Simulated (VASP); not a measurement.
# SnO2 (Pnnm) in VASP: notebook, part 2 of 2

VASP 6.6.1.

### Step 3. Relaxation of cell and atoms, LDA

INCAR

```
SYSTEM = SnO2
PREC = Accurate
ENCUT = 600
EDIFF = 1E-7
ISMEAR = 0
SIGMA = 0.01
LREAL = .FALSE.
LASPH = .TRUE.
NELM = 60
ALGO = Normal
ISIF = 3
LWAVE = .FALSE.
LCHARG = .FALSE.
GGA = CA
IBRION = 2
NSW = 60
EDIFFG = -0.01
```

KPOINTS

```
Automatic mesh
0
G
  6 4 6
  0 0 0
```

POSCAR

```
SnO2
1.0
    4.7880040000      0.0000000000      0.0000000000
    0.0000000000      4.8665820000      0.0000000000
    0.0000000000      0.0000000000      3.2408980000
Sn O
2 4
Direct
    0.5000000000      0.5000000000      0.5000000000
    0.0000000000      0.0000000000      0.0000000000
    0.2918550000      0.3210420000      0.0000000000
    0.7918550000      0.1789580000      0.5000000000
    0.2081450000      0.8210420000      0.5000000000
    0.7081450000      0.6789580000      0.0000000000
```

Potentials or basis: VASP PAW LDA potentials, release 64 (Sn_d, O).

Launch:

```
> cat potpaw_LDA.64/Sn_d/POTCAR potpaw_LDA.64/O/POTCAR > POTCAR
> mpirun -np 1 vasp_std > vasp.out
```

OUTCAR:

```text
SYSTEM = SnO2
   PREC = Accurate
   ENCUT = 600
   EDIFF = 1E-7
   ISMEAR = 0
   LREAL = .FALSE.
   LASPH = .TRUE.
   NELM = 60
   ISIF = 3
   GGA = CA
   IBRION = 2
   NSW = 60
   EDIFFG = -0.01

 ion  position               nearest neighbor table
   1  0.500  0.500  0.500-   3 2.09   6 2.09   3 2.09   6 2.09   5 2.10   4 2.10
   2  0.000  0.000  0.000-   4 2.09   5 2.09   4 2.09   5 2.09   3 2.10   6 2.10
   3  0.292  0.321  0.000-   1 2.09   1 2.09   2 2.10
   4  0.792  0.179  0.500-   2 2.09   2 2.09   1 2.10
   5  0.208  0.821  0.500-   2 2.09   2 2.09   1 2.10
   6  0.708  0.679  0.000-   1 2.09   1 2.09   2 2.10

  LATTYP: Found a simple orthorhombic cell.
 ALAT       =     3.2408980000
 B/A-ratio  =     1.4773695439
 C/A-ratio  =     1.5016152930

  Lattice vectors:

 A1 = (   0.0000000000,   0.0000000000,   3.2408980000)
 A2 = (   4.7880040000,   0.0000000000,   0.0000000000)
 A3 = (   0.0000000000,   4.8665820000,   0.0000000000)

Analysis of symmetry for initial positions (statically):
=====================================================================
 Subroutine PRICEL returns:
 Original cell was already a primitive cell.

 Routine SETGRP: Setting up the symmetry group for a
 simple orthorhombic supercell.

 Subroutine GETGRP returns: Found  8 space group operations
 (whereof  4 operations were pure point group operations)
 out of a pool of  8 trial point group operations.

The static configuration has the point symmetry C_2h.
 The point group associated with its full space group is D_2h.

Analysis of symmetry for dynamics (positions and initial velocities):
=====================================================================
 Subroutine PRICEL returns:
 Original cell was already a primitive cell.

 Routine SETGRP: Setting up the symmetry group for a
 simple orthorhombic supercell.

 Subroutine GETGRP returns: Found  8 space group operations
 (whereof  4 operations were pure point group operations)
 out of a pool of  8 trial point group operations.

The dynamic configuration has the point symmetry C_2h.
 The point group associated with its full space group is D_2h.

 Subroutine INISYM returns: Found  8 space group operations
 (whereof  4 operations are pure point group operations),
 and found     1 'primitive' translations

----------------------------------------------------------------------------------------

                                     Primitive cell

  volume of cell :      75.5169

  direct lattice vectors                    reciprocal lattice vectors
     4.788004000  0.000000000  0.000000000     0.208855298  0.000000000  0.000000000
     0.000000000  4.866582000  0.000000000     0.000000000  0.205483027  0.000000000
     0.000000000  0.000000000  3.240898000     0.000000000  0.000000000  0.308556456

  length of vectors
     4.788004000  4.866582000  3.240898000     0.208855298  0.205483027  0.308556456
[... 71 lines left out ...]
   k-points           NKPTS =     48   k-points in BZ     NKDIM =     48   number of bands    NBANDS=     31
   number of dos      NEDOS =    301   number of ions     NIONS =      6
   total plane-waves  NPLWV =  44800
   dimension x,y,z NGX =    40 NGY =   40 NGZ =   28
   dimension x,y,z NGXF=    80 NGYF=   80 NGZF=   56
   ions per type =               2   4
   NGX,Y,Z   is equivalent  to a cutoff of  13.89, 13.66, 14.36 a.u.
   NGXF,Y,Z  is equivalent  to a cutoff of  27.78, 27.33, 28.73 a.u.
 SYSTEM =  SnO2
   PREC   = accura    normal or accurate (medium, high low for compatibility)
   ISTART =      0    job   : 0-new  1-cont  2-samecut
   ICHARG =      2    charge: 1-file 2-atom 10-const
   ISPIN  =      1    spin polarized calculation?
   LNONCOLLINEAR =      F non collinear calculations
   LSORBIT =      F    spin-orbit coupling
   LASPH  =      T    aspherical Exc in radial PAW
   ENCUT  =  600.0 eV  44.10 Ry    6.64 a.u.   9.56  9.72  6.47*2*pi/ulx,y,z
   NELM   =     60;   NELMIN=  2; NELMDL= -5     # of ELM steps
   EDIFF  = 0.1E-06   stopping-criterion for ELM
   LREAL  =      F    real-space projection
   EDIFFG = -.1E-01   stopping-criterion for IOM
   NSW    =     60    number of steps for IOM
   IBRION =      2    ionic relax: 0-MD 1-quasi-New 2-CG
   NFREE  =      1    steps in history (QN), initial steepest desc. (CG)
   ISIF   =      3    stress and relaxation
   ISYM   =      2    0-nonsym 1-usesym 2-fastsym
   POTIM  = 0.5000    time-step for ionic-motion
   TEBEG  =    0.0;   TEEND  =   0.0 temperature during run
   PSTRESS=    0.0 pullay stress
   NELECT =      52.0000    total number of electrons
   NUPDOWN=      -1.0000    fix difference up-down
   EMIN   =  10.00;   EMAX   =-10.00  energy-range for DOS
   EFERMI =   0.00;   METHOD = LEGACY
   ISMEAR =     0;   SIGMA  =   0.01  broadening in eV -4-tet -1-fermi 0-gaus
   EFERMI_NEDOS =   21; number of points for ismear=-14 and -15
   IALGO  =     38    algorithm
   IMIX   =      4    mixing-type and parameters
     AMIX     =   0.40;   BMIX     =  1.00
     AMIX_MAG =   1.60;   BMIX_MAG =  1.00
  volume/ion in A,a.u.               =      12.59        84.94
  Fermi-wavevector in a.u.,A,eV,Ry     =   1.445644  2.731871 28.434627  2.089886
  Thomas-Fermi vector in A             =   2.563802
   LORBIT       =      0    0 simple, 1 ext, 2 COOP (PROOUT), +10 PAW based schemes
   GGA     = CA    functional components
   LHFCALC =     F    Hartree Fock is set to
   AEXX    =    0.0000 exact exchange contribution
   IVDW    =     0    specifies the selected vdW correction
   LEPSILON=     F    determine dielectric tensor
   LRPA    =     F    only Hartree local field effects (RPA)
 conjugate gradient relaxation of ions
 non-spin polarized calculation
 Gauss-broadening in eV      SIGMA  =   0.01
  energy-cutoff  :      600.00
  volume of cell :       75.52
 maximum number of plane-waves:      2552
 NGX is ok and might be reduce to    40
   NGX = 19   NGY = 19   NGZ = 13

--------------------------------------- Ionic step        1  -------------------------------------------

 number of electron      51.9999998 magnetization

 Free energy of the ion-electron system (eV)
  ---------------------------------------------------
  ext. energy  EPLUGINS =         0.00000000
  ---------------------------------------------------
  free energy    TOTEN  =       -42.14359165 eV

  energy without entropy =      -42.14359165  energy(sigma->0) =      -42.14359165

------------------------ aborting loop because EDIFF is reached ----------------------------------------

  FORCE on cell =-STRESS in cart. coord.  units (eV):
  Direction    XX          YY          ZZ          XY          YZ          ZX
  --------------------------------------------------------------------------------------
  -------------------------------------------------------------------------------------
  Total       -4.6838341     -4.8091224     -5.4751711      0.0000000      0.0000000      0.0000000
  in kB      -99.3729480   -102.0310837   -116.1620768      0.0000000      0.0000000      0.0000000
  external PRESSURE =    -105.8553695 kB  Pullay stress =       0.0000000 kB
[... 101 lines left out ...]
  FREE ENERGIE OF THE ION-ELECTRON SYSTEM (eV)
  ---------------------------------------------------
  free  energy   TOTEN  =       -42.2863291014 eV

  energy  without entropy=      -42.2863291014  energy(sigma->0) =      -42.28632910

[... ionic steps 4 to 18 ...]

--------------------------------------- Ionic step       19  -------------------------------------------

 number of electron      51.9999994 magnetization

------------------------ aborting loop because EDIFF is reached ----------------------------------------
[... 75 lines left out ...]
--------------------------------------- Ionic step       21  -------------------------------------------

 number of electron      51.9999995 magnetization

 Free energy of the ion-electron system (eV)
  ---------------------------------------------------
  ext. energy  EPLUGINS =         0.00000000
  ---------------------------------------------------
  free energy    TOTEN  =       -42.30187665 eV

  energy without entropy =      -42.30187665  energy(sigma->0) =      -42.30187665

 E-fermi :   5.9471     XC(G=0): -11.8118

 val. band max:        5.8882551286   @ k =   0.0000   0.0000   0.0000
 cond. band min:       7.0395996477   @ k =   0.0000   0.0000   0.0000
 fundamental gap:      1.1513445191
 Fermi energy:         5.9470638804

 k-point     1 :       0.0000    0.0000    0.0000
  band No.  band energies     occupation
      1     -15.1212      2.00000
      2     -14.3474      2.00000
      3     -14.0816      2.00000
      4     -14.0623      2.00000
      5     -14.0622      2.00000
      6     -13.9858      2.00000
[... 805 lines left out ...]
     30      13.9007      0.00000
     31      16.4169      0.00000

 [... further k-points ...]
[... 5 lines left out ...]
  --------------------------------------------------------------------------------------
  -------------------------------------------------------------------------------------
  Total       -0.0314917     -0.0057262      0.0004687      0.0000000      0.0000000      0.0000000
  in kB       -0.7065574     -0.1284751      0.0105164      0.0000000      0.0000000      0.0000000
  external PRESSURE =      -0.2748387 kB  Pullay stress =       0.0000000 kB
[... 21 lines left out ...]
  FREE ENERGIE OF THE ION-ELECTRON SYSTEM (eV)
  ---------------------------------------------------
  free  energy   TOTEN  =       -42.3018766490 eV

  energy  without entropy=      -42.3018766490  energy(sigma->0) =      -42.30187665

 reached required accuracy - stopping structural energy minimisation
```

OSZICAR:

```text
N       E                     dE             d eps       ncg     rms          rms(c)
DAV:   1     0.679730101705E+03    0.67973E+03   -0.28599E+04  3235   0.282E+03
DAV:   2     0.599836866998E+02   -0.61975E+03   -0.59871E+03  3407   0.730E+02
DAV:   3    -0.424679297922E+02   -0.10245E+03   -0.10010E+03  3368   0.236E+02
DAV:   4    -0.479658538145E+02   -0.54979E+01   -0.54649E+01  3562   0.602E+01
[... 200 lines left out ...]
DAV:   3    -0.423018829336E+02    0.68968E-04   -0.19130E-04  4096   0.220E-01    0.151E-02
DAV:   4    -0.423018777981E+02    0.51356E-05   -0.36689E-05  4673   0.761E-02    0.656E-03
DAV:   5    -0.423018767809E+02    0.10172E-05   -0.55575E-06  4374   0.228E-02    0.199E-03
DAV:   6    -0.423018766590E+02    0.12189E-06   -0.54254E-07  3426   0.762E-03    0.954E-04
DAV:   7    -0.423018766490E+02    0.99635E-08   -0.37098E-08  1712   0.209E-03
  21 F= -.42301877E+02 E0= -.42301877E+02  d E =-.247782E-04
```

Wall time 31 min (1 thread of Intel Xeon 8259CL, shared host); peak memory 0.27 GiB.

What came out:

```
Free energy                           : -42.3019 eV
Relaxed volume                        : 11.90 Å³/atom
Relaxed cell                          : a = 4.728 Å, b = 4.726 Å, c = 3.196 Å, α = 90.00°, β = 90.00°, γ = 90.00°
Space group after relaxing (to 0.1 Å) : P4_2/mnm (No. 136)
Energy gained by relaxing             : 26.4 meV/atom
Ionic steps                           : 21
Pressure after relaxing               : 0.0 GPa
Largest force after relaxing          : 0.005 eV/Å
Band gap on the k mesh                : 1.15 eV
```

Forces in eV/Å, atoms in the order of the input:
```
Sn   0.000  0.000  0.000
Sn   0.000  0.000  0.000
O   -0.003 -0.004  0.000
O   -0.003  0.004  0.000
O    0.003 -0.004  0.000
O    0.003  0.004  0.000
```

Step by step:
```
step  energy change (eV)  largest force (eV/Å)  pressure (GPa)  volume (Å³)
   1              0.0000                0.1516          -10.59        75.52
   2              0.1027                0.5772           17.38        66.79
   3             -0.1427                0.1589           -0.30        71.54
   4             -0.1428                0.1640           -0.07        71.46
   5             -0.1486                0.0548            0.10        71.23
   6             -0.1487                0.0639            0.12        71.20
   7             -0.1494                0.0545           -0.07        71.27
   8             -0.1499                0.0516           -0.42        71.39
   9             -0.1503                0.0536           -0.28        71.35
  10             -0.1510                0.0694            0.14        71.22
  11             -0.1508                0.1210            1.00        70.98
  12             -0.1512                0.0889            0.50        71.12
  13             -0.1516                0.0854            0.48        71.13
  14             -0.1527                0.0756            0.44        71.16
  15             -0.1546                0.0552            0.35        71.21
  16             -0.1572                0.0178            0.12        71.32
  17             -0.1573                0.0666           -0.52        71.53
  18             -0.1581                0.0286           -0.19        71.43
  19             -0.1582                0.0079            0.28        71.31
  20             -0.1583                0.0062            0.11        71.35
  21             -0.1583                0.0046           -0.03        71.41
```

Final structure:
```
Sn O
1.0
     4.72844    0.00000    0.00000
     0.00000    4.72553    0.00000
     0.00000    0.00000    3.19588
Sn O
2 4
Direct
  0.50000 0.50000 0.50000
  0.00000 0.00000 0.00000
  0.30605 0.30609 0.00000
  0.80605 0.19391 0.50000
  0.19395 0.80609 0.50000
  0.69395 0.69391 0.00000
```

Levels at points of the mesh, in eV from the valence-band top:
| k point | band 24 | band 25 | band 26 | band 27 | band 28 | band 29 |
| --- | --- | --- | --- | --- | --- | --- |
| (0.00, 0.00, 0.00) | -0.81 | -0.80 | 0.00 | 1.15 | 5.92 | 6.05 |
| (0.50, 0.00, 0.00) | -1.24 | -0.65 | -0.65 | 4.32 | 4.32 | 6.81 |
| (0.00, 0.50, 0.00) | -1.24 | -0.65 | -0.65 | 4.32 | 4.32 | 6.81 |
| (0.50, 0.50, 0.00) | -1.37 | -0.91 | -0.91 | 4.70 | 4.70 | 7.30 |
| (0.00, 0.00, 0.50) | -1.72 | -1.28 | -1.28 | 6.03 | 6.03 | 9.52 |
| (0.50, 0.00, 0.50) | -1.13 | -0.72 | -0.72 | 6.31 | 6.31 | 7.88 |
| (0.00, 0.50, 0.50) | -1.13 | -0.72 | -0.72 | 6.31 | 6.31 | 7.88 |
| (0.50, 0.50, 0.50) | -0.99 | -0.84 | -0.84 | 4.69 | 4.69 | 8.63 |

Caveat: spin-orbit coupling is left out, which moves the levels of the heavy elements.
